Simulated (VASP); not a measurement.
# TiSe2 (base) (P-3m1) in VASP: further runs

TiSe2 (base) is run at these levels: PBE+D3(BJ); tasks: single point, relaxation of cell and atoms.

The COD entry that gives the cell may itself be a prediction, so a difference from it is no test against experiment.

Program: VASP 6.6.1. These are calculated values, not measurements. Logs are shortened: lines on timing, memory, paths and dates and some standing lists are left out, and cuts for length are marked.

## 1. The cell of the first run

It takes space group P-3m1 (No. 164, trigonal). The conventional cell has a = 3.481 Å, b = 3.481 Å, c = 5.871 Å, α = 90.00°, β = 90.00°, γ = 120.00°. Ti (site symmetry -3m) has 6 Se at 2.54 Å within 3.4 Å. Within 3.4 Å of Se (site symmetry 3m) lie 3 Ti at 2.54 Å.

## 2. Single point, PBE+D3(BJ)

Input file INCAR:

```
  ALGO = Normal
  EDIFF = 1E-6
  ENCUT = 500
  GGA = PE
  GGA_COMPAT = False
  ISIF = 2
  ISMEAR = 0
  IVDW = 12
  LASPH = True
  LCHARG = True
  LELF = True
  LREAL = False
  LVHAR = True
  LWAVE = False
  NBANDS = 19
  NELM = 120
  PREC = Accurate
  SIGMA = 0.1
```

Input file KPOINTS:

```
k-points
0
Gamma
  15 15 8
```

Input file POSCAR:

```
TiSe2
1.0
    3.4811856662      0.0000000000      0.0000000000
   -1.7405928331      3.0147952222      0.0000000000
    0.0000000000      0.0000000000      5.8709880419
Ti Se
1 2
Direct
    0.0000000000      0.0000000000      0.0000000000
    0.3333333333      0.6666666667      0.2646599412
    0.6666666667      0.3333333333      0.7353400588
```

Potentials or basis: VASP PAW PBE potentials, release 64 (Ti_sv, Se).

The run is started by

```bash
> cat potpaw_PBE.64/Ti_sv/POTCAR potpaw_PBE.64/Se/POTCAR > POTCAR
> mpirun -np 1 vasp_std > vasp.out
```

OUTCAR:

```text
EDIFF = 1E-6
   ENCUT = 500
   GGA = PE
   ISIF = 2
   ISMEAR = 0
   IVDW = 12
   LASPH = True
   LREAL = False
   NELM = 120
   PREC = Accurate
 IVDW          = 12

 ion  position               nearest neighbor table
   1  0.000  0.000  0.000-   2 2.54   3 2.54   2 2.54   3 2.54   3 2.54   2 2.54
   2  0.333  0.667  0.265-   1 2.54   1 2.54   1 2.54
   3  0.667  0.333  0.735-   1 2.54   1 2.54   1 2.54

  LATTYP: Found a hexagonal cell.
 ALAT       =     3.4811856662
 C/A-ratio  =     1.6864909272

  Lattice vectors:

 A1 = (   3.4811856662,   0.0000000000,   0.0000000000)
 A2 = (  -1.7405928331,   3.0147952222,   0.0000000000)
 A3 = (   0.0000000000,   0.0000000000,   5.8709880419)

Analysis of symmetry for initial positions (statically):
=====================================================================
 Subroutine PRICEL returns:
 Original cell was already a primitive cell.

 Routine SETGRP: Setting up the symmetry group for a
 hexagonal supercell.

 Subroutine GETGRP returns: Found 12 space group operations
 (whereof 12 operations were pure point group operations)
 out of a pool of 24 trial point group operations.

The static configuration has the point symmetry D_3d.

Analysis of symmetry for dynamics (positions and initial velocities):
=====================================================================
 Subroutine PRICEL returns:
 Original cell was already a primitive cell.

 Routine SETGRP: Setting up the symmetry group for a
 hexagonal supercell.

 Subroutine GETGRP returns: Found 12 space group operations
 (whereof 12 operations were pure point group operations)
 out of a pool of 24 trial point group operations.

The dynamic configuration has the point symmetry D_3d.

 Subroutine INISYM returns: Found 12 space group operations
 (whereof 12 operations are pure point group operations),
 and found     1 'primitive' translations

----------------------------------------------------------------------------------------

                                     Primitive cell

  volume of cell :      61.6164

  direct lattice vectors                    reciprocal lattice vectors
     3.481185666  0.000000000  0.000000000     0.287258450  0.165848744  0.000000000
    -1.740592833  3.014795222  0.000000000     0.000000000  0.331697487  0.000000000
     0.000000000  0.000000000  5.870988042     0.000000000  0.000000000  0.170329081

  length of vectors
     3.481185666  3.481185666  5.870988042     0.331697487  0.331697487  0.170329081

  position of ions in fractional coordinates (direct lattice)
     0.000000000  0.000000000  0.000000000
     0.333333333  0.666666667  0.264659941
     0.666666667  0.333333333  0.735340059

  ion indices of the primitive-cell ions
   primitive index   ion index
                 1           1
                 2           2
                 3           3

----------------------------------------------------------------------------------------

 KPOINTS: k-points

Automatic generation of k-mesh.
 Grid dimensions read from file:
 generate k-points for:   15   15    8

 Generating k-lattice:

  Cartesian coordinates                     Fractional coordinates (reciprocal lattice)
     0.019150563  0.011056583  0.000000000     0.066666667  0.000000000  0.000000000
     0.000000000  0.022113166  0.000000000     0.000000000  0.066666667  0.000000000
     0.000000000  0.000000000  0.021291135     0.000000000  0.000000000  0.125000000

  Length of vectors
     0.022113166  0.022113166  0.021291135

  Shift w.r.t. Gamma in fractional coordinates (k-lattice)
     0.000000000  0.000000000  0.000000000

 Subroutine IBZKPT returns following result:
 ===========================================

 Found    192 irreducible k-points:

 Following reciprocal coordinates:
            Coordinates               Weight
  0.000000  0.000000  0.000000      1.000000
  0.066667  0.000000  0.000000      6.000000
  0.133333  0.000000  0.000000      6.000000
  0.200000 -0.000000  0.000000      6.000000
  0.266667  0.000000  0.000000      6.000000
  0.333333  0.000000  0.000000      6.000000
[... 16 lines left out ...]
  0.333333  0.200000  0.000000     12.000000
  0.400000  0.200000  0.000000      6.000000
 [... further k-points ...]
   k-points           NKPTS =    192   k-points in BZ     NKDIM =    192   number of bands    NBANDS=     19
   number of dos      NEDOS =    301   number of ions     NIONS =      3
   total plane-waves  NPLWV =  37632
   dimension x,y,z NGX =    28 NGY =   28 NGZ =   48
   dimension x,y,z NGXF=    56 NGYF=   56 NGZF=   96
   ions per type =               1   2
   NGX,Y,Z   is equivalent  to a cutoff of  13.37, 13.37, 13.59 a.u.
   NGXF,Y,Z  is equivalent  to a cutoff of  26.74, 26.74, 27.18 a.u.
 SYSTEM =  unknown system
   PREC   = accura    normal or accurate (medium, high low for compatibility)
   ISTART =      0    job   : 0-new  1-cont  2-samecut
   ICHARG =      2    charge: 1-file 2-atom 10-const
   ISPIN  =      1    spin polarized calculation?
   LNONCOLLINEAR =      F non collinear calculations
   LSORBIT =      F    spin-orbit coupling
   LASPH  =      T    aspherical Exc in radial PAW
   ENCUT  =  500.0 eV  36.75 Ry    6.06 a.u.   6.35  6.35 10.70*2*pi/ulx,y,z
   NELM   =    120;   NELMIN=  2; NELMDL= -5     # of ELM steps
   EDIFF  = 0.1E-05   stopping-criterion for ELM
   LREAL  =      F    real-space projection
   EDIFFG = 0.1E-04   stopping-criterion for IOM
   NSW    =      0    number of steps for IOM
   IBRION =     -1    ionic relax: 0-MD 1-quasi-New 2-CG
   NFREE  =      0    steps in history (QN), initial steepest desc. (CG)
   ISIF   =      2    stress and relaxation
   ISYM   =      2    0-nonsym 1-usesym 2-fastsym
   POTIM  = 0.5000    time-step for ionic-motion
   TEBEG  =    0.0;   TEEND  =   0.0 temperature during run
   PSTRESS=    0.0 pullay stress
   NELECT =      24.0000    total number of electrons
   NUPDOWN=      -1.0000    fix difference up-down
   EMIN   =  10.00;   EMAX   =-10.00  energy-range for DOS
   EFERMI =   0.00;   METHOD = LEGACY
   ISMEAR =     0;   SIGMA  =   0.10  broadening in eV -4-tet -1-fermi 0-gaus
   EFERMI_NEDOS =   21; number of points for ismear=-14 and -15
   IALGO  =     38    algorithm
   IMIX   =      4    mixing-type and parameters
     AMIX     =   0.40;   BMIX     =  1.00
     AMIX_MAG =   1.60;   BMIX_MAG =  1.00
  volume/ion in A,a.u.               =      20.54       138.60
  Fermi-wavevector in a.u.,A,eV,Ry     =   1.195583  2.259325 19.448432  1.429419
  Thomas-Fermi vector in A             =   2.331545
   LORBIT       =      0    0 simple, 1 ext, 2 COOP (PROOUT), +10 PAW based schemes
   GGA     = PE    functional components
   LHFCALC =     F    Hartree Fock is set to
   AEXX    =    0.0000 exact exchange contribution
   IVDW    =    12    specifies the selected vdW correction
   LEPSILON=     F    determine dielectric tensor
   LRPA    =     F    only Hartree local field effects (RPA)
 non-spin polarized calculation
 Gauss-broadening in eV      SIGMA  =   0.10
  energy-cutoff  :      500.00
  volume of cell :       61.62
 maximum number of plane-waves:      1587
 NGX is ok and might be reduce to    28
   NGX = 13   NGY = 13   NGZ = 21

 number of electron      24.0000001 magnetization

 Free energy of the ion-electron system (eV)
  ---------------------------------------------------
  ext. energy  EPLUGINS =         0.00000000
  ---------------------------------------------------
  free energy    TOTEN  =       -18.12492217 eV

  energy without entropy =      -18.12050974  energy(sigma->0) =      -18.12271596

 E-fermi :   5.3634     XC(G=0): -10.2953

 val. band max:        5.3553355274   @ k =   0.0000   0.3333   0.3750
 cond. band min:       5.3710502806   @ k =   0.4667   0.0667   0.5000
 fundamental gap:      0.0157147532
 Fermi energy:         5.3633986023

 k-point     1 :       0.0000    0.0000    0.0000
  band No.  band energies     occupation
      1     -52.1508      2.00000
      2     -28.3836      2.00000
      3     -28.3695      2.00000
      4     -28.3695      2.00000
      5      -8.8314      2.00000
      6      -7.2282      2.00000
[... 11 lines left out ...]
     18      11.0982      0.00000
     19      11.5262      0.00000

 k-point     2 :       0.0667    0.0000    0.0000
  band No.  band energies     occupation
      1     -52.1504      2.00000
      2     -28.3827      2.00000
      3     -28.3741      2.00000
      4     -28.3705      2.00000
      5      -8.7798      2.00000
      6      -7.2100      2.00000
[... 11 lines left out ...]
     18      11.4927      0.00000
     19      11.8315      0.00000

 k-point     3 :       0.1333    0.0000    0.0000
  band No.  band energies     occupation
      1     -52.1493      2.00000
      2     -28.3869      2.00000
      3     -28.3798      2.00000
      4     -28.3735      2.00000
      5      -8.6286      2.00000
      6      -7.1584      2.00000
[... 11 lines left out ...]
     18      12.2277      0.00000
     19      12.5578      0.00000

 k-point     4 :       0.2000   -0.0000    0.0000
  band No.  band energies     occupation
      1     -52.1476      2.00000
      2     -28.4057      2.00000
      3     -28.3777      2.00000
      4     -28.3757      2.00000
      5      -8.3894      2.00000
      6      -7.0825      2.00000
[... 11 lines left out ...]
     18      12.5989      0.00000
     19      13.1553      0.00000

 k-point     5 :       0.2667    0.0000    0.0000
  band No.  band energies     occupation
      1     -52.1457      2.00000
      2     -28.4272      2.00000
      3     -28.3826      2.00000
      4     -28.3709      2.00000
      5      -8.0832      2.00000
      6      -6.9985      2.00000
[... 11 lines left out ...]
     18      12.4556      0.00000
     19      13.0932      0.00000

 k-point     6 :       0.3333    0.0000    0.0000
  band No.  band energies     occupation
      1     -52.1439      2.00000
      2     -28.4477      2.00000
      3     -28.3873      2.00000
      4     -28.3663      2.00000
      5      -7.7426      2.00000
      6      -6.9300      2.00000
[... 11 lines left out ...]
     18      12.2095      0.00000
     19      12.6200      0.00000

 k-point     7 :       0.4000   -0.0000    0.0000
  band No.  band energies     occupation
      1     -52.1425      2.00000
      2     -28.4637      2.00000
      3     -28.3909      2.00000
      4     -28.3627      2.00000
      5      -7.4135      2.00000
      6      -6.9080      2.00000
[... 11 lines left out ...]
     18      11.9218      0.00000
     19      12.3972      0.00000

 k-point     8 :       0.4667   -0.0000    0.0000
  band No.  band energies     occupation
      1     -52.1417      2.00000
      2     -28.4724      2.00000
      3     -28.3929      2.00000
      4     -28.3608      2.00000
      5      -7.1520      2.00000
      6      -6.9625      2.00000
[... 256 lines left out ...]
 k-point    20 :       0.4000    0.1333    0.0000
  band No.  band energies     occupation
      1     -52.1413      2.00000
      2     -28.4667      2.00000
      3     -28.4037      2.00000
      4     -28.3599      2.00000
      5      -7.0959      2.00000
      6      -6.9193      2.00000
[... 11 lines left out ...]
     18      11.9829      0.00000
     19      12.8740      0.00000

 k-point    21 :       0.2000    0.2000    0.0000
  band No.  band energies     occupation
      1     -52.1434      2.00000
      2     -28.4430      2.00000
      3     -28.3981      2.00000
      4     -28.3652      2.00000
      5      -7.6704      2.00000
      6      -6.8994      2.00000
[... 11 lines left out ...]
     18      12.5919      0.00000
     19      13.8885      0.00000

 k-point    22 :       0.2667    0.2000    0.0000
  band No.  band energies     occupation
      1     -52.1421      2.00000
      2     -28.4526      2.00000
      3     -28.4070      2.00000
      4     -28.3619      2.00000
      5      -7.3764      2.00000
      6      -6.8560      2.00000
[... 11 lines left out ...]
     18      11.9312      0.00000
     19      13.8597      0.00000

 k-point    23 :       0.3333    0.2000    0.0000
  band No.  band energies     occupation
      1     -52.1412      2.00000
      2     -28.4587      2.00000
      3     -28.4135      2.00000
      4     -28.3596      2.00000
      5      -7.1273      2.00000
      6      -6.8576      2.00000
[... 11 lines left out ...]
     18      11.5565      0.00000
     19      13.7436      0.00000

 k-point    24 :       0.4000    0.2000    0.0000
  band No.  band energies     occupation
      1     -52.1408      2.00000
      2     -28.4607      2.00000
      3     -28.4158      2.00000
      4     -28.3589      2.00000
      5      -6.9925      2.00000
      6      -6.9005      2.00000
[... 11 lines left out ...]
     18      11.4404      0.00000
     19      13.6901      0.00000

 [... further k-points ...]

------------------------ aborting loop because EDIFF is reached ----------------------------------------

 Edisp (eV)   -1.35033

 E8    (eV) :    -0.5857

  FORCE on cell =-STRESS in cart. coord.  units (eV):
  Direction    XX          YY          ZZ          XY          YZ          ZX
  --------------------------------------------------------------------------------------
  -------------------------------------------------------------------------------------
  Total       0.03441     0.03441     0.04690     0.00000    -0.00000     0.00000
  in kB       0.89471     0.89471     1.21952     0.00000    -0.00000     0.00000
  external pressure =        1.00 kB  Pullay stress =        0.00 kB

 VOLUME and BASIS-vectors are now :
 -----------------------------------------------------------------------------
  energy-cutoff  :      500.00
  volume of cell :       61.62
      direct lattice vectors                 reciprocal lattice vectors
     3.481185666  0.000000000  0.000000000     0.287258450  0.165848744  0.000000000
    -1.740592833  3.014795222  0.000000000     0.000000000  0.331697487  0.000000000
     0.000000000  0.000000000  5.870988042     0.000000000  0.000000000  0.170329081

 POSITION                                       TOTAL-FORCE (eV/Angst)
 -----------------------------------------------------------------------------------
      0.00000      0.00000      0.00000        -0.000000      0.000000      0.000000
     -0.00000      2.00986      1.55382        -0.000000      0.000000      0.018555
      1.74059      1.00493      4.31717         0.000000      0.000000     -0.018555
 -----------------------------------------------------------------------------------
    total drift:                               -0.000000      0.000000      0.000000

  FREE ENERGIE OF THE ION-ELECTRON SYSTEM (eV)
  ---------------------------------------------------
  free  energy   TOTEN  =       -19.4752570730 eV

  energy  without entropy=      -19.4708446381  energy(sigma->0) =      -19.47305086
```

It took 3.9 min on 1 thread of Intel Xeon 6975P-C (Granite Rapids), shared host; peak memory 0.35 GiB.

Results:

| Item | Value |
| --- | --- |
| Free energy | -19.4753 eV |
| Pressure | 0.1 GPa |
| Largest force | 0.019 eV/Å |
| Band gap on the k mesh | zero (band 12 reaches 5.89 eV, above the bottom of band 13 at 5.14 eV) |
| Dispersion energy per atom | -0.450 eV |

Forces on the atoms (eV/Å):
```
Ti   0.000  0.000  0.000
Se   0.000  0.000  0.019
Se   0.000  0.000 -0.019
```

Caveat: pairwise dispersion overbinds metals, which lowers pressure and volume.

(Continued in part 2 of 2.)
